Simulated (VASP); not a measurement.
# TaCo3 (Pm-3m) in VASP: further runs, part 2 of 2

VASP 6.6.1. The steps go on from the part before.

## 4. Single point, LDA, collinear spin, ferromagnetic start (volume scaled by 0.88)

Contents of INCAR:

```
SYSTEM = TaCo3
PREC = Accurate ; ENCUT = 520
EDIFF = 1E-6 ; ISMEAR = -1
SIGMA = 0.08 ; LREAL = .FALSE.
LASPH = .TRUE. ; NELM = 150
ALGO = Normal ; ISIF = 2
LWAVE = .FALSE. ; LCHARG = .FALSE.
ISPIN = 2 ; MAGMOM = 0 2 2 2
LORBIT = 11 ; LMAXMIX = 4
GGA = CA ; NBANDS = 31
```

Contents of KPOINTS:

```
Automatic mesh
0
G
  9 9 9
  0 0 0
```

Contents of POSCAR:

```
TaCo3
1.0
    3.5169021751      0.0000000000      0.0000000000
    0.0000000000      3.5169021751      0.0000000000
    0.0000000000      0.0000000000      3.5169021751
Ta Co
1 3
Direct
    0.0000000000      0.0000000000      0.0000000000
    0.0000000000      0.5000000000      0.5000000000
    0.5000000000      0.0000000000      0.5000000000
    0.5000000000      0.5000000000      0.0000000000
```

Potentials or basis: VASP PAW LDA potentials, release 64 (Ta_pv, Co).

Started as:

```bash
> cat potpaw_LDA.64/Ta_pv/POTCAR potpaw_LDA.64/Co/POTCAR > POTCAR
> mpirun -np 1 vasp_std > vasp.out
```

OUTCAR:

```text
SYSTEM = TaCo3
   PREC = Accurate
   ENCUT = 520
   EDIFF = 1E-6
   ISMEAR = -1
   LREAL = .FALSE.
   LASPH = .TRUE.
   NELM = 150
   ISIF = 2
   ISPIN = 2
   LORBIT = 11
   GGA = CA

 ion  position               nearest neighbor table
   1  0.000  0.000  0.000-   2 2.49   3 2.49   4 2.49   2 2.49   3 2.49   2 2.49   4 2.49   2 2.49
                             3 2.49   4 2.49   3 2.49   4 2.49
   2  0.000  0.500  0.500-   1 2.49   3 2.49   4 2.49   1 2.49   4 2.49   1 2.49   3 2.49   1 2.49
                             3 2.49   4 2.49   4 2.49   3 2.49
   3  0.500  0.000  0.500-   1 2.49   2 2.49   4 2.49   1 2.49   4 2.49   2 2.49   4 2.49   4 2.49
                             1 2.49   2 2.49   1 2.49   2 2.49
   4  0.500  0.500  0.000-   1 2.49   2 2.49   3 2.49   2 2.49   3 2.49   1 2.49   3 2.49   3 2.49
                             1 2.49   2 2.49   2 2.49   1 2.49

  LATTYP: Found a simple cubic cell.
 ALAT       =     3.5169021751

  Lattice vectors:

 A1 = (   3.5169021751,   0.0000000000,   0.0000000000)
 A2 = (   0.0000000000,   3.5169021751,   0.0000000000)
 A3 = (   0.0000000000,   0.0000000000,   3.5169021751)

Analysis of symmetry for initial positions (statically):
=====================================================================
 Subroutine PRICEL returns:
 Original cell was already a primitive cell.

 Routine SETGRP: Setting up the symmetry group for a
 simple cubic supercell.

 Subroutine GETGRP returns: Found 48 space group operations
 (whereof 48 operations were pure point group operations)
 out of a pool of 48 trial point group operations.

The static configuration has the point symmetry O_h .

Analysis of symmetry for dynamics (positions and initial velocities):
=====================================================================
 Subroutine PRICEL returns:
 Original cell was already a primitive cell.

 Routine SETGRP: Setting up the symmetry group for a
 simple cubic supercell.

 Subroutine GETGRP returns: Found 48 space group operations
 (whereof 48 operations were pure point group operations)
 out of a pool of 48 trial point group operations.

The dynamic configuration has the point symmetry O_h .

Analysis of structural, dynamic, and magnetic symmetry:
=====================================================================
 Subroutine PRICEL returns:
 Original cell was already a primitive cell.

 Routine SETGRP: Setting up the symmetry group for a
 simple cubic supercell.

 Subroutine GETGRP returns: Found 48 space group operations
 (whereof 48 operations were pure point group operations)
 out of a pool of 48 trial point group operations.

The overall configuration has the point symmetry O_h .

 Subroutine INISYM returns: Found 48 space group operations
 (whereof 48 operations are pure point group operations),
 and found     1 'primitive' translations

----------------------------------------------------------------------------------------

                                     Primitive cell

  volume of cell :      43.4992

  direct lattice vectors                    reciprocal lattice vectors
     3.516902175  0.000000000  0.000000000     0.284341147  0.000000000  0.000000000
     0.000000000  3.516902175  0.000000000     0.000000000  0.284341147  0.000000000
     0.000000000  0.000000000  3.516902175     0.000000000  0.000000000  0.284341147

  length of vectors
[... 88 lines left out ...]
   EDIFFG = 0.1E-04   stopping-criterion for IOM
   NSW    =      0    number of steps for IOM
   IBRION =     -1    ionic relax: 0-MD 1-quasi-New 2-CG
   NFREE  =      0    steps in history (QN), initial steepest desc. (CG)
   ISIF   =      2    stress and relaxation
   ISYM   =      2    0-nonsym 1-usesym 2-fastsym
   POTIM  = 0.5000    time-step for ionic-motion
   TEBEG  =    0.0;   TEEND  =   0.0 temperature during run
   PSTRESS=    0.0 pullay stress
   NELECT =      38.0000    total number of electrons
   NUPDOWN=      -1.0000    fix difference up-down
   EMIN   =  10.00;   EMAX   =-10.00  energy-range for DOS
   EFERMI =   0.00;   METHOD = LEGACY
   ISMEAR =    -1;   SIGMA  =   0.08  broadening in eV -4-tet -1-fermi 0-gaus
   EFERMI_NEDOS =   21; number of points for ismear=-14 and -15
   IALGO  =     38    algorithm
   IMIX   =      4    mixing-type and parameters
     AMIX     =   0.40;   BMIX     =  1.00
     AMIX_MAG =   1.60;   BMIX_MAG =  1.00
  volume/ion in A,a.u.               =      10.87        73.39
  Fermi-wavevector in a.u.,A,eV,Ry     =   1.564981  2.957385 33.322921  2.449166
  Thomas-Fermi vector in A             =   2.667525
   LORBIT       =     11    0 simple, 1 ext, 2 COOP (PROOUT), +10 PAW based schemes
   GGA     = CA    functional components
   LHFCALC =     F    Hartree Fock is set to
   AEXX    =    0.0000 exact exchange contribution
   IVDW    =     0    specifies the selected vdW correction
   LEPSILON=     F    determine dielectric tensor
   LRPA    =     F    only Hartree local field effects (RPA)
 spin polarized calculation
  energy-cutoff  :      520.00
  volume of cell :       43.50
 maximum number of plane-waves:      1189
 NGX is ok and might be reduce to    28
   NGX = 13   NGY = 13   NGZ = 13

 number of electron      37.9999971 magnetization      -0.0007390

 number of electron      37.9999971 magnetization       0.0002649

 Free energy of the ion-electron system (eV)
  ---------------------------------------------------
  ext. energy  EPLUGINS =         0.00000000
  ---------------------------------------------------
  free energy    TOTEN  =       -38.56755803 eV

  energy without entropy =      -38.49202465  energy(sigma->0) =      -38.52979134

 E-fermi :  10.2552     XC(G=0): -14.2689

 val. band max:       10.2313559938   @ k =   0.4444   0.4444   0.2222
 cond. band min:      10.2698001376   @ k =   0.3333   0.3333   0.1111
 fundamental gap:      0.0384441438
 Fermi energy:        10.2552317034

 spin component 1

 k-point     1 :       0.0000    0.0000    0.0000
  band No.  band energies     occupation
      1     -23.6567      1.00000
      2     -23.6567      1.00000
      3     -23.6567      1.00000
      4       1.0361      1.00000
      5       4.4424      1.00000
      6       4.4424      1.00000
[... 805 lines left out ...]
     30      23.2161      0.00000
     31      23.4114      0.00000

 [... further k-points ...]

 spin component 2

 k-point     1 :       0.0000    0.0000    0.0000
  band No.  band energies     occupation
      1     -23.6567      1.00000
      2     -23.6567      1.00000
      3     -23.6567      1.00000
      4       1.0361      1.00000
      5       4.4424      1.00000
      6       4.4424      1.00000
[... 805 lines left out ...]
     30      23.2161      0.00000
     31      23.4114      0.00000

 [... further k-points ...]

------------------------ aborting loop because EDIFF is reached ----------------------------------------

  FORCE on cell =-STRESS in cart. coord.  units (eV):
  Direction    XX          YY          ZZ          XY          YZ          ZX
  --------------------------------------------------------------------------------------
  -------------------------------------------------------------------------------------
  Total        2.9592061      2.9592061      2.9592061     -0.0000000     -0.0000000     -0.0000000
  in kB      108.9945884    108.9945884    108.9945884     -0.0000000     -0.0000000     -0.0000000
  external PRESSURE =     108.9945884 kB  Pullay stress =       0.0000000 kB

 VOLUME and BASIS-vectors are now :
 -----------------------------------------------------------------------------
  energy-cutoff  :      520.00
  volume of cell :       43.50
      direct lattice vectors                 reciprocal lattice vectors
     3.516902175  0.000000000  0.000000000     0.284341147  0.000000000  0.000000000
     0.000000000  3.516902175  0.000000000     0.000000000  0.284341147  0.000000000
     0.000000000  0.000000000  3.516902175     0.000000000  0.000000000  0.284341147

 POSITION                                       TOTAL-FORCE (eV/Angst)
 -----------------------------------------------------------------------------------
      0.00000      0.00000      0.00000         0.000000      0.000000      0.000000
      0.00000      1.75845      1.75845         0.000000      0.000000      0.000000
      1.75845      0.00000      1.75845         0.000000      0.000000      0.000000
      1.75845      1.75845      0.00000         0.000000      0.000000      0.000000
 -----------------------------------------------------------------------------------
    total drift:                                0.000000      0.000000      0.000000

  FREE ENERGIE OF THE ION-ELECTRON SYSTEM (eV)
  ---------------------------------------------------
  free  energy   TOTEN  =       -38.5675580291 eV

  energy  without entropy=      -38.4920246542  energy(sigma->0) =      -38.52979134

 total charge

# of ion       s       p       d       tot
------------------------------------------
    1        0.439   6.253   2.497   9.189
    2        0.549   0.622   7.461   8.632
    3        0.549   0.622   7.461   8.632
    4        0.549   0.622   7.461   8.632
--------------------------------------------------
tot          2.087   8.118  24.880  35.085

 magnetization (x)

# of ion       s       p       d       tot
------------------------------------------
    1       -0.000  -0.000  -0.000  -0.000
    2       -0.000  -0.000   0.000   0.000
    3       -0.000  -0.000   0.000   0.000
    4       -0.000  -0.000   0.000   0.000
--------------------------------------------------
tot         -0.000  -0.000   0.000   0.000
```

OSZICAR:

```text
N       E                     dE             d eps       ncg     rms          rms(c)
DAV:   1     0.287970101976E+03    0.28797E+03   -0.17165E+04  4372   0.161E+03
DAV:   2    -0.225897097926E+02   -0.31056E+03   -0.29254E+03  4368   0.360E+02
DAV:   3    -0.417294561521E+02   -0.19140E+02   -0.18191E+02  5005   0.106E+02
DAV:   4    -0.421071081035E+02   -0.37765E+00   -0.37669E+00  4896   0.151E+01
DAV:   5    -0.421221805845E+02   -0.15072E-01   -0.15071E-01  6402   0.251E+00    0.308E+01
DAV:   6    -0.454092634130E+02   -0.32871E+01   -0.34412E+01  4949   0.907E+01    0.224E+01
DAV:   7    -0.390082161616E+02    0.64010E+01   -0.31673E+01  5300   0.595E+01    0.103E+01
DAV:   8    -0.385929879774E+02    0.41523E+00   -0.13914E+00  5788   0.127E+01    0.233E+00
DAV:   9    -0.385747415537E+02    0.18246E-01   -0.88858E-02  5870   0.234E+00    0.108E+00
DAV:  10    -0.385687859169E+02    0.59556E-02   -0.50627E-03  5870   0.629E-01    0.503E-01
DAV:  11    -0.385675502842E+02    0.12356E-02   -0.85918E-04  5896   0.281E-01    0.144E-01
DAV:  12    -0.385675646843E+02   -0.14400E-04   -0.10146E-04  5554   0.116E-01    0.705E-02
DAV:  13    -0.385675590503E+02    0.56340E-05   -0.13389E-05  5469   0.440E-02    0.172E-02
DAV:  14    -0.385675579701E+02    0.10802E-05   -0.15217E-06  3820   0.118E-02    0.514E-03
DAV:  15    -0.385675580291E+02   -0.58963E-07   -0.45294E-07  3108   0.673E-03
   1 F= -.38567558E+02 E0= -.38529791E+02  d E =-.755334E-01  mag=     0.0002
```

stdout:

```text
POSCAR found type information on POSCAR TaCo
 POSCAR found :  2 types and       4 ions
 scaLAPACK will be used
 LDA part: xc-table for (Slater(with rela. corr.)+CA(PZ))
 , standard interpolation
 POSCAR, INCAR and KPOINTS ok, starting setup
 FFT: planning ... GRIDC
 FFT: planning ... GRID_SOFT
 FFT: planning ... GRID
 WAVECAR not read
 entering main loop
```

Wall time 40 s (1 thread of Intel Xeon 6975P-C (Granite Rapids), shared host); peak memory 0.19 GiB.

Results:

| Item | Value |
| --- | --- |
| Free energy | -38.5676 eV |
| Pressure | 10.9 GPa |
| Band gap on the k mesh | zero (filled and empty bands overlap) |
| Net moment | 0.00 μB per cell |
| Valence electrons inside the program's atomic spheres | Ta 9.19; Co 8.63 |

Caveat: the starting moments collapsed, and a magnetic state may lie lower; spin-orbit coupling is left out, which moves the levels of the heavy elements.

## 5. Single point, LDA, collinear spin, ferromagnetic start (volume scaled by 0.94)

Contents of INCAR:

```
ALGO = Normal
EDIFF = 1E-6
ENCUT = 520
ISIF = 2
ISMEAR = -1
ISPIN = 2
LASPH = True
LCHARG = False
LMAXMIX = 4
LORBIT = 11
LREAL = False
LWAVE = False
MAGMOM = 0 2 2 2
NBANDS = 31
NELM = 150
PREC = Accurate
SIGMA = 0.08
```

Contents of KPOINTS:

```
k-points
0
Gamma
  9 9 9
```

Contents of POSCAR:

```
TaCo3
1.0
    3.5950810190      0.0000000000      0.0000000000
    0.0000000000      3.5950810190      0.0000000000
    0.0000000000      0.0000000000      3.5950810190
Ta Co
1 3
Direct
    0.0000000000      0.0000000000      0.0000000000
    0.0000000000      0.5000000000      0.5000000000
    0.5000000000      0.0000000000      0.5000000000
    0.5000000000      0.5000000000      0.0000000000
```

Started as:

```bash
> cat potpaw_LDA.64/Ta_pv/POTCAR potpaw_LDA.64/Co/POTCAR > POTCAR
> mpirun -np 1 vasp_std > vasp.out
```

Run time: 49 s. Hardware: 1 thread of Intel Xeon 6975P-C (Granite Rapids), shared host; peak memory 0.2 GiB.

It converged, with:

```
Free energy                                           : -38.5792 eV
Pressure                                              : -8.5 GPa
Band gap on the k mesh                                : zero (filled and empty bands overlap)
Net moment                                            : 0.00 μB per cell
Valence electrons inside the program's atomic spheres : Ta 9.04; Co 8.48
```

Levels at points of the mesh, in eV from the Fermi level:
Spin up:
| k point | band 17 | band 18 | band 19 | band 20 | band 21 | band 22 |
| --- | --- | --- | --- | --- | --- | --- |
| (0.00, 0.00, 0.00) | 0.52 | 0.52 | 0.52 | 2.70 | 2.70 | 3.22 |
Spin down:
```tsv
k point	band 17	band 18	band 19	band 20	band 21	band 22
(0.00, 0.00, 0.00)	0.52	0.52	0.52	2.70	2.70	3.22
```

Caveat: the starting moments collapsed, and a magnetic state may lie lower; spin-orbit coupling is left out, which moves the levels of the heavy elements.

## 6. Single point, LDA, collinear spin, ferromagnetic start (volume scaled by 1.06)

Contents of INCAR:

```
PREC = Accurate ; ENCUT = 520
EDIFF = 1E-6 ; ISMEAR = -1
SIGMA = 0.08 ; LREAL = False
LASPH = True ; NELM = 150
ALGO = Normal ; ISIF = 2
LWAVE = False ; LCHARG = False
ISPIN = 2 ; MAGMOM = 0 2 2 2
LORBIT = 11 ; LMAXMIX = 4
GGA = CA ; NBANDS = 31
```

Contents of KPOINTS:

```
regular mesh
0
Gamma
  9 9 9
```

Contents of POSCAR:

```
TaCo3
1.0
    3.7419790583      0.0000000000      0.0000000000
    0.0000000000      3.7419790583      0.0000000000
    0.0000000000      0.0000000000      3.7419790583
Ta Co
1 3
Direct
    0.0000000000      0.0000000000      0.0000000000
    0.0000000000      0.5000000000      0.5000000000
    0.5000000000      0.0000000000      0.5000000000
    0.5000000000      0.5000000000      0.0000000000
```

Potentials or basis: VASP PAW LDA potentials, release 64 (Ta_pv, Co).

Started as:

```bash
> cat potpaw_LDA.64/Ta_pv/POTCAR potpaw_LDA.64/Co/POTCAR > POTCAR
> mpirun -np 1 vasp_std > vasp.out
```

Wall time 78 s (1 thread of Intel Xeon 6975P-C (Granite Rapids), shared host); peak memory 0.2 GiB.

It converged, with:

```yaml
Free_energy: -37.7891 eV
Pressure: -31.4 GPa
Band_gap_on_the_k_mesh: zero (filled and empty bands overlap)
Net_moment: 0.00 μB per cell
Valence_electrons_inside_the_program's_atomic_spheres: Ta 8.80; Co 8.25
```

Levels at points of the mesh, in eV from the Fermi level:
Spin up:
```tsv
k point	band 15	band 16	band 17	band 18	band 19	band 20	band 21	band 22	band 23	band 24
(0.00, 0.00, 0.00)	-0.19	0.18	0.42	0.42	0.42	2.31	2.31	2.90	2.90	2.90
```
Spin down:
```csv
k point,band 16,band 17,band 18,band 19,band 20,band 21,band 22,band 23
"(0.00, 0.00, 0.00)",0.18,0.42,0.42,0.42,2.31,2.31,2.90,2.90
```

Caveat: the starting moments collapsed, and a magnetic state may lie lower; spin-orbit coupling is left out, which moves the levels of the heavy elements.
